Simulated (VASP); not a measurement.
# BaO (R-3m) in VASP: single point with HSE06

Aim: the single point of BaO with HSE06.

All numbers are computed with VASP 6.6.1; they aren't measurements. Logs are shortened: lines on timing, memory, paths and dates and some standing lists are left out, and cuts for length are marked.

**1. The cell of the first run**

The structure is trigonal, space group R-3m (No. 166). The conventional cell has a = 3.920 Å, b = 3.920 Å, c = 9.698 Å, α = 90.00°, β = 90.00°, γ = 120.00°. Ba (site symmetry -3m) has 6 O at 2.78 Å within 3.7 Å. O (site symmetry -3m) has 6 Ba at 2.78 Å within 3.7 Å.

**2. Single point, HSE06 (strain along [111] +1.0%)**

File POSCAR:

```
BaO
1.0
    0.0184796179      2.7904223016      2.7904223016
    2.7904223016      0.0184796179      2.7904223016
    2.7904223016      2.7904223016      0.0184796179
Ba O
1 1
Direct
    0.0000000000      0.0000000000      0.0000000000
    0.5000000000      0.5000000000      0.5000000000
```

File INCAR.step1:

```
ALGO = Normal
EDIFF = 1E-5
ENCUT = 520
GGA = PE
GGA_COMPAT = F
ISIF = 2
ISMEAR = 0
LASPH = T
LCHARG = F
LREAL = F
LWAVE = T
NBANDS = 15
NELM = 120
PREC = Accurate
SIGMA = 0.01
```

File INCAR.step2:

```
ALGO = Normal
EDIFF = 1E-6
ENCUT = 520
GGA = PE
GGA_COMPAT = F
HFSCREEN = 0.2079
ISIF = 2
ISMEAR = 0
ISTART = 1
LASPH = T
LCHARG = F
LHFCALC = T
LREAL = F
LWAVE = F
NBANDS = 15
NELM = 120
PREC = Accurate
PRECFOCK = Normal
SIGMA = 0.01
```

File KPOINTS:

```
k-points
0
Gamma
  6 6 6
```

Potentials or basis: VASP PAW PBE potentials, release 64 (Ba_sv, O).

Command:

```sh
$ cat potpaw_PBE.64/Ba_sv/POTCAR potpaw_PBE.64/O/POTCAR > POTCAR
$ cp INCAR.step1 INCAR
$ mpirun -np 1 vasp_std > vasp.out
$ cp INCAR.step2 INCAR
$ mpirun -np 1 vasp_std > vasp.out
```

OUTCAR:

```text
EDIFF = 1E-6
   ENCUT = 520
   GGA = PE
   HFSCREEN = 0.2079
   ISIF = 2
   ISMEAR = 0
   ISTART = 1
   LASPH = T
   LHFCALC = T
   LREAL = F
   NELM = 120
   PREC = Accurate
   PRECFOCK = Normal

 ion  position               nearest neighbor table
   1  0.000  0.000  0.000-   2 2.78   2 2.78   2 2.78   2 2.78   2 2.78   2 2.78
   2  0.500  0.500  0.500-   1 2.78   1 2.78   1 2.78   1 2.78   1 2.78   1 2.78

  LATTYP: Found a trigonal (rhomboedric) cell.
 ALAT       =     3.9462963319
 COS(alpha) =     0.5066114071

  Lattice vectors:

 A1 = (   0.0184796179,   2.7904223016,   2.7904223016)
 A2 = (   2.7904223016,   0.0184796179,   2.7904223016)
 A3 = (   2.7904223016,   2.7904223016,   0.0184796179)

Analysis of symmetry for initial positions (statically):
=====================================================================
 Subroutine PRICEL returns:
 Original cell was already a primitive cell.

 Routine SETGRP: Setting up the symmetry group for a
 trigonal (rhombohedral) supercell.

 Subroutine GETGRP returns: Found 12 space group operations
 (whereof 12 operations were pure point group operations)
 out of a pool of 12 trial point group operations.

The static configuration has the point symmetry D_3d.

Analysis of symmetry for dynamics (positions and initial velocities):
=====================================================================
 Subroutine PRICEL returns:
 Original cell was already a primitive cell.

 Routine SETGRP: Setting up the symmetry group for a
 trigonal (rhombohedral) supercell.

 Subroutine GETGRP returns: Found 12 space group operations
 (whereof 12 operations were pure point group operations)
 out of a pool of 12 trial point group operations.

The dynamic configuration has the point symmetry D_3d.

 Subroutine INISYM returns: Found 12 space group operations
 (whereof 12 operations are pure point group operations),
 and found     1 'primitive' translations

----------------------------------------------------------------------------------------

                                     Primitive cell

  volume of cell :      43.0233

  direct lattice vectors                    reciprocal lattice vectors
     0.018479618  2.790422302  2.790422302    -0.180974220  0.179783600  0.179783600
     2.790422302  0.018479618  2.790422302     0.179783600 -0.180974220  0.179783600
     2.790422302  2.790422302  0.018479618     0.179783600  0.179783600 -0.180974220

  length of vectors
     3.946296332  3.946296332  3.946296332     0.312083249  0.312083249  0.312083249

  position of ions in fractional coordinates (direct lattice)
     0.000000000  0.000000000  0.000000000
     0.500000000  0.500000000  0.500000000

  ion indices of the primitive-cell ions
   primitive index   ion index
                 1           1
                 2           2

----------------------------------------------------------------------------------------

 KPOINTS: k-points

Automatic generation of k-mesh.
 Grid dimensions read from file:
 generate k-points for:    6    6    6

 Generating k-lattice:

  Cartesian coordinates                     Fractional coordinates (reciprocal lattice)
    -0.030162370  0.029963933  0.029963933     0.166666667 -0.000000000 -0.000000000
     0.029963933 -0.030162370  0.029963933    -0.000000000  0.166666667 -0.000000000
     0.029963933  0.029963933 -0.030162370    -0.000000000 -0.000000000  0.166666667

  Length of vectors
     0.052013875  0.052013875  0.052013875

  Shift w.r.t. Gamma in fractional coordinates (k-lattice)
     0.000000000  0.000000000  0.000000000

 Subroutine IBZKPT returns following result:
 ===========================================

 Found     32 irreducible k-points:

 Following reciprocal coordinates:
            Coordinates               Weight
  0.000000  0.000000  0.000000      1.000000
  0.166667  0.000000  0.000000      6.000000
  0.333333  0.000000 -0.000000      6.000000
  0.500000  0.000000 -0.000000      3.000000
  0.166667  0.166667  0.000000      6.000000
  0.333333  0.166667 -0.000000     12.000000
[... 16 lines left out ...]
  0.500000  0.500000  0.166667      6.000000
 -0.333333  0.500000  0.166667     12.000000
 [... further k-points ...]
   k-points           NKPTS =     32   k-points in BZ     NKDIM =    216   number of bands    NBANDS=     15
   number of dos      NEDOS =    301   number of ions     NIONS =      2
   total plane-waves  NPLWV =  27000
   dimension x,y,z NGX =    30 NGY =   30 NGZ =   30
   dimension x,y,z NGXF=    60 NGYF=   60 NGZF=   60
   ions per type =               1   1
   NGX,Y,Z   is equivalent  to a cutoff of  12.64, 12.64, 12.64 a.u.
   NGXF,Y,Z  is equivalent  to a cutoff of  25.28, 25.28, 25.28 a.u.
 SYSTEM =  unknown system
   PREC   = accura    normal or accurate (medium, high low for compatibility)
   ISTART =      1    job   : 0-new  1-cont  2-samecut
   ICHARG =      0    charge: 1-file 2-atom 10-const
   ISPIN  =      1    spin polarized calculation?
   LNONCOLLINEAR =      F non collinear calculations
   LSORBIT =      F    spin-orbit coupling
   LASPH  =      T    aspherical Exc in radial PAW
   ENCUT  =  520.0 eV  38.22 Ry    6.18 a.u.   7.34  7.34  7.34*2*pi/ulx,y,z
   NELM   =    120;   NELMIN=  2; NELMDL=  0     # of ELM steps
   EDIFF  = 0.1E-05   stopping-criterion for ELM
   LREAL  =      F    real-space projection
   EDIFFG = 0.1E-04   stopping-criterion for IOM
   NSW    =      0    number of steps for IOM
   IBRION =     -1    ionic relax: 0-MD 1-quasi-New 2-CG
   NFREE  =      0    steps in history (QN), initial steepest desc. (CG)
   ISIF   =      2    stress and relaxation
   ISYM   =      3    0-nonsym 1-usesym 2-fastsym
   POTIM  = 0.5000    time-step for ionic-motion
   TEBEG  =    0.0;   TEEND  =   0.0 temperature during run
   PSTRESS=    0.0 pullay stress
   NELECT =      16.0000    total number of electrons
   NUPDOWN=      -1.0000    fix difference up-down
   EMIN   =  10.00;   EMAX   =-10.00  energy-range for DOS
   EFERMI =   0.00;   METHOD = LEGACY
   ISMEAR =     0;   SIGMA  =   0.01  broadening in eV -4-tet -1-fermi 0-gaus
   EFERMI_NEDOS =   21; number of points for ismear=-14 and -15
   IALGO  =     38    algorithm
   IMIX   =      1    mixing-type and parameters
     AMIX     =   0.40;   BMIX     =  1.00
     AMIX_MAG =   1.60;   BMIX_MAG =  1.00
  volume/ion in A,a.u.               =      21.51       145.17
  Fermi-wavevector in a.u.,A,eV,Ry     =   1.177281  2.224738 18.857545  1.385990
  Thomas-Fermi vector in A             =   2.313630
   LORBIT       =      0    0 simple, 1 ext, 2 COOP (PROOUT), +10 PAW based schemes
   GGA     = PE    functional components
   LHFCALC =     T    Hartree Fock is set to
   PRECFOCK=normal    Normal, Fast or Accurate (Low or Medium for compatibility)
   ENCUT4O =  -1.0   cutoff for four orbital integrals eV
   NKREDX  =     1    reduce k-point grid by
   NKREDY  =     1    reduce k-point grid by
   NKREDZ  =     1    reduce k-point grid by
   AEXX    =    0.2500 exact exchange contribution
   HFSCREEN=    0.2079 screening length (either q_TF or 0.3 A-1)
   HFSCREENC=   0.2079 screening length for correlation (either q_TF or 0.3 A-1)
   ENCUTFOCK=  -1.0 apply spherical cutoff to Coloumb kernel
   IVDW    =     0    specifies the selected vdW correction
   LEPSILON=     F    determine dielectric tensor
   LRPA    =     F    only Hartree local field effects (RPA)
 non-spin polarized calculation
 Gauss-broadening in eV      SIGMA  =   0.01
  energy-cutoff  :      520.00
  volume of cell :       43.02
 maximum number of plane-waves:      1177
 NGX is ok and might be reduce to    30
  NGX = 24; NGY = 24; NGZ = 24

 number of electron      16.0000000 magnetization

 Free energy of the ion-electron system (eV)
  ---------------------------------------------------
  ext. energy  EPLUGINS =         0.00000000
  ---------------------------------------------------
  free energy    TOTEN  =       -13.86162795 eV

  energy without entropy =      -13.86162795  energy(sigma->0) =      -13.86162795

 E-fermi :   0.8862     XC(G=0):  -7.9085

 val. band max:        0.8402107408   @ k =   0.5000   0.5000   0.0000
 cond. band min:       4.1291041267   @ k =   0.5000   0.5000   0.0000
 fundamental gap:      3.2888933859
 Fermi energy:         0.8862054612

 k-point     1 :       0.0000    0.0000    0.0000
  band No.  band energies     occupation
      1     -26.5685      2.00000
      2     -15.6372      2.00000
      3     -10.0180      2.00000
      4     -10.0016      2.00000
      5     -10.0016      2.00000
      6       0.4756      2.00000
      7       0.4846      2.00000
      8       0.4846      2.00000
      9       5.6562      0.00000
     10       6.8730      0.00000
     11       6.9922      0.00000
     12       6.9922      0.00000
     13       9.2630      0.00000
     14       9.2630      0.00000
     15      12.2157      0.00000

 k-point     2 :       0.1667    0.0000    0.0000
  band No.  band energies     occupation
      1     -26.5019      2.00000
      2     -15.8031      2.00000
      3     -10.0806      2.00000
      4     -10.0427      2.00000
      5     -10.0328      2.00000
      6      -0.0453      2.00000
      7       0.1331      2.00000
      8       0.1512      2.00000
      9       6.6128      0.00000
     10       6.9213      0.00000
     11       7.4128      0.00000
     12       7.5268      0.00000
     13       9.9761      0.00000
     14       9.9775      0.00000
     15      13.8830      0.00000

 k-point     3 :       0.3333    0.0000   -0.0000
  band No.  band energies     occupation
      1     -26.3637      2.00000
      2     -16.1395      2.00000
      3     -10.2237      2.00000
      4     -10.0934      2.00000
      5     -10.0926      2.00000
      6      -0.8564      2.00000
      7      -0.4583      2.00000
      8      -0.4235      2.00000
      9       6.8656      0.00000
     10       8.6886      0.00000
     11       8.8217      0.00000
     12       9.1113      0.00000
     13      11.5872      0.00000
     14      11.5974      0.00000
     15      16.2434      0.00000

 k-point     4 :       0.5000    0.0000   -0.0000
  band No.  band energies     occupation
      1     -26.2919      2.00000
      2     -16.3102      2.00000
      3     -10.2894      2.00000
      4     -10.1228      2.00000
      5     -10.1166      2.00000
      6      -1.1978      2.00000
      7      -0.7194      2.00000
      8      -0.6773      2.00000
      9       7.1882      0.00000
     10       9.5001      0.00000
     11       9.6355      0.00000
     12      10.3657      0.00000
     13      13.0206      0.00000
     14      13.0520      0.00000
     15      15.7252      0.00000
[... 307 lines left out ...]
 k-point    22 :      -0.1667    0.3333    0.1667
  band No.  band energies     occupation
      1     -26.2806      2.00000
      2     -16.0583      2.00000
      3     -10.7076      2.00000
      4     -10.6787      2.00000
      5     -10.1692      2.00000
      6      -0.4528      2.00000
      7      -0.2304      2.00000
      8       0.5037      2.00000
      9       5.8325      0.00000
     10       8.3943      0.00000
     11       9.5171      0.00000
     12      10.2361      0.00000
     13      11.7202      0.00000
     14      13.5026      0.00000
     15      15.3041      0.00000

 k-point    23 :       0.5000    0.5000    0.1667
  band No.  band energies     occupation
      1     -26.2447      2.00000
      2     -15.9532      2.00000
      3     -11.2269      2.00000
      4     -10.5292      2.00000
      5     -10.4866      2.00000
      6       0.2296      2.00000
      7       0.3425      2.00000
      8       0.4583      2.00000
      9       4.9341      0.00000
     10       8.8126      0.00000
     11       9.7889      0.00000
     12      11.0512      0.00000
     13      11.8478      0.00000
     14      13.5922      0.00000
     15      15.1208      0.00000

 k-point    24 :      -0.3333    0.5000    0.1667
  band No.  band energies     occupation
      1     -26.2200      2.00000
      2     -15.9539      2.00000
      3     -11.3332      2.00000
      4     -10.8672      2.00000
      5     -10.2242      2.00000
      6      -0.2616      2.00000
      7       0.6100      2.00000
      8       0.7215      2.00000
      9       5.4558      0.00000
     10       8.4909      0.00000
     11       8.9755      0.00000
     12      12.0000      0.00000
     13      12.2142      0.00000
     14      14.4782      0.00000
     15      14.7715      0.00000

 [... further k-points ...]

------------------------ aborting loop because EDIFF is reached ----------------------------------------

  FORCE on cell =-STRESS in cart. coord.  units (eV):
  Direction    XX          YY          ZZ          XY          YZ          ZX
  --------------------------------------------------------------------------------------
  -------------------------------------------------------------------------------------
  Total        0.0835141      0.0835141      0.0835141     -0.0693112     -0.0693112     -0.0693112
  in kB        3.1100405      3.1100405      3.1100405     -2.5811288     -2.5811288     -2.5811288
  external PRESSURE =       3.1100405 kB  Pullay stress =       0.0000000 kB

 VOLUME and BASIS-vectors are now :
 -----------------------------------------------------------------------------
  energy-cutoff  :      520.00
  volume of cell :       43.02
      direct lattice vectors                 reciprocal lattice vectors
     0.018479618  2.790422302  2.790422302    -0.180974220  0.179783600  0.179783600
     2.790422302  0.018479618  2.790422302     0.179783600 -0.180974220  0.179783600
     2.790422302  2.790422302  0.018479618     0.179783600  0.179783600 -0.180974220

 POSITION                                       TOTAL-FORCE (eV/Angst)
 -----------------------------------------------------------------------------------
      0.00000      0.00000      0.00000        -0.000000      0.000000     -0.000000
      2.79966      2.79966      2.79966         0.000000     -0.000000      0.000000
 -----------------------------------------------------------------------------------
    total drift:                                0.000000      0.000000      0.000000

  FREE ENERGIE OF THE ION-ELECTRON SYSTEM (eV)
  ---------------------------------------------------
  free  energy   TOTEN  =       -13.8616279484 eV

  energy  without entropy=      -13.8616279484  energy(sigma->0) =      -13.86162795
```

Wall time 1.6 h (1 thread of Oxide Virtual Turin-like, shared host); peak memory 0.27 GiB.

What came out:

```yaml
Free_energy: -13.8616 eV
Pressure: 0.3 GPa
Band_gap_on_the_k_mesh: 3.29 eV
```

Levels at points of the mesh, in eV from the valence-band top:
| k point | band 4 | band 5 | band 6 | band 7 | band 8 | band 9 | band 10 | band 11 | band 12 | band 13 |
| --- | --- | --- | --- | --- | --- | --- | --- | --- | --- | --- |
| (0.00, 0.00, 0.00) | -10.84 | -10.84 | -0.36 | -0.36 | -0.36 | 4.82 | 6.03 | 6.15 | 6.15 | 8.42 |
| (0.50, 0.00, 0.00) | -10.96 | -10.96 | -2.04 | -1.56 | -1.52 | 6.35 | 8.66 | 8.80 | 9.53 | 12.18 |
| (0.50, 0.50, 0.00) | -11.46 | -11.44 | -0.16 | -0.16 | 0.00 | 3.29 | 7.41 | 10.45 | 10.88 | 11.35 |
| (0.50, 0.50, 0.50) | -10.94 | -10.94 | -2.03 | -1.50 | -1.50 | 6.33 | 8.66 | 8.66 | 9.48 | 12.18 |

Caveat: the cell differs from its parent crystal (strain along [111] +1.0%); the PAW data sets were made with another functional, which shifts forces and pressure a little; spin-orbit coupling is left out, which moves the levels of the heavy elements. A k mesh can miss the band edges.
